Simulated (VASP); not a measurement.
Ti, 1 atom in the cell. It takes space group R-3m (No. 166, trigonal). Conventional cell: a = 4.618 Å, b = 4.618 Å, c = 2.871 Å, α = 90.00°, β = 90.00°, γ = 120.00°. Within 3.7 Å of Ti (site symmetry -3m) lie 14 Ti at 2.83 to 3.28 Å. This isn't the form of Ti at room conditions, which is hcp. This cell differs from its parent crystal: equal xy, yz and zx shear strains of +1 %.

| Item | Value |
| --- | --- |
| Program | VASP 6.6.1 |
| Task | single point |
| Functional | PBE |
| Potentials or basis | VASP PAW PBE potentials, release 64 (Ti_sv) |
| Cutoff | 520 eV |
| k mesh | 14 × 14 × 14 |
| Occupations | fermi-dirac, width 0.05 eV |
| Spin | no spin polarisation |
| Dipole correction | no |
| Further INCAR settings | ALGO = Normal; EDIFF = 1e-06; NBANDS = 12 |

Potentials or basis: VASP PAW PBE potentials, release 64 (Ti_sv).

Command:

```bash
$ cat potpaw_PBE.64/Ti_sv/POTCAR > POTCAR
$ mpirun -np 1 vasp_std > vasp.out
```

Hardware: 1 thread of AMD EPYC 9R45 (Zen 5), with other jobs on the host.

Estimate the wall time of this run.

Wall time 25 s on 1 thread of AMD EPYC 9R45 (Zen 5), with other jobs on the host, peak memory 0.15 GiB. Counts: scf iterations 12, k points 288.
